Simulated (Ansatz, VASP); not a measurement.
**One calculation of Sc5As4, two programs**

The input INCAR:

```
SYSTEM = Sc5As4
PREC = Accurate ; ENCUT = 520
EDIFF = 1E-7 ; ISMEAR = -1
SIGMA = 0.1 ; LREAL = .FALSE.
LASPH = .TRUE. ; NELM = 100
ALGO = Normal ; ISIF = 2
LWAVE = .FALSE. ; LCHARG = .FALSE.
GGA = PE ; NBANDS = 48
```

Contents of KPOINTS:

```
Automatic mesh
0
G
  7 7 7
  0 0 0
```

File POSCAR:

```
Sc5As4
1.0
    0.0000000000      0.0000000000      3.5614610000
    5.0870960000     -5.0870960000      1.7807300000
    5.0870960000      5.0870960000     -1.7807300000
Sc As
5 4
Direct
    0.0000000000      0.0000000000      0.0000000000
    0.3682000000      0.9368000000      0.6732000000
    0.3050000000      0.3268000000      0.9368000000
    0.6318000000      0.0632000000      0.3268000000
    0.6950000000      0.6732000000      0.0632000000
    0.2840000000      0.7678000000      0.3358000000
    0.0518000000      0.6642000000      0.7678000000
    0.7160000000      0.2322000000      0.6642000000
    0.9482000000      0.3358000000      0.2322000000
```

Input for Ansatz:

```yaml
crystal:
  lattice:
    - [0.0, 0.0, 3.561461]
    - [5.087096, -5.087096, 1.78073]
    - [5.087096, 5.087096, -1.78073]
  atoms:
    - { symbol: Sc, position: [0.0, 0.0, 0.0] }
    - { symbol: As, position: [0.284, 0.7678, 0.3358] }
    - { symbol: As, position: [0.0518, 0.6642, 0.7678] }
    - { symbol: As, position: [0.716, 0.2322, 0.6642] }
    - { symbol: As, position: [0.9482, 0.3358, 0.2322] }
    - { symbol: Sc, position: [0.3682, 0.9368, 0.6732] }
    - { symbol: Sc, position: [0.305, 0.3268, 0.9368] }
    - { symbol: Sc, position: [0.6318, 0.0632, 0.3268] }
    - { symbol: Sc, position: [0.695, 0.6732, 0.0632] }
  symmetry: { tolerance: 0.0003 }
kpoints:
  mp_grid: { grid: [7, 7, 7], shift: [0, 0, 0] }
  band_path:
    path:
      - [0.0, 0.0, 0.0]
      - [0.0, 0.0, 0.5]
      - [0.0, 0.5, 0.5]
      - [0.0, 0.0, 0.0]
      - [0.56126699, 0.28063349, -0.28063349]
      - [0.43873301, 0.71936651, 0.28063349]
      - [0.0, 0.5, 0.5]
      - [0.0, 0.0, 0.5]
      - [0.5, 0.25, 0.25]
      - [0.5, 0.5, 0.0]
      - [0.0, 0.0, 0.0]
    npoints: 6
magnetization:
  spin_polarized: false
scf:
  occupations: { method: fermi_dirac }
  lower_state_search: "off"
  max_iter: 200
hamiltonian:
  pseudopotentials: { kind: paw }
  xc: pbe
basis:
  ecutwfc: 420
  fft_grid_basis: typed
output:
  forces: true
  stress: true
  eigenvalues: true
  bader: true
  populations: true
  elf: true
  write_potential: true
  volumetric_format: npy
  dos:
    e_range: [-12, 8]
    de: 0.05
    projected: { site_lists: { As: [As], Sc: [Sc] } }
checkpoint:
  read: saved_state
```

Alike in both runs: task single point; functional PBE; k mesh 7 × 7 × 7; no spin polarisation.

```csv
,VASP,Ansatz
version,VASP 6.6.1,Ansatz 0.2.0
potentials or method,"VASP PAW PBE potentials, release 64 (Sc_sv, As), cutoff 520 eV",PAW plane waves
occupations,"fermi-dirac, width 0.1 eV",fermi-dirac
valence electrons in the cell,75,115
```

VASP gave:

```
pressure (GPa)                     : 8.0
rms of the force components (eV/Å) : 0.459
```

Problem. What did Ansatz give for the same quantities?

Solution. Pressure (GPa): 7.7; rms of the force components (eV/Å): 0.470.

VASP's potentials hold 75 valence electrons a cell and Ansatz's 115, so a difference there can come from the potentials and not from the codes.
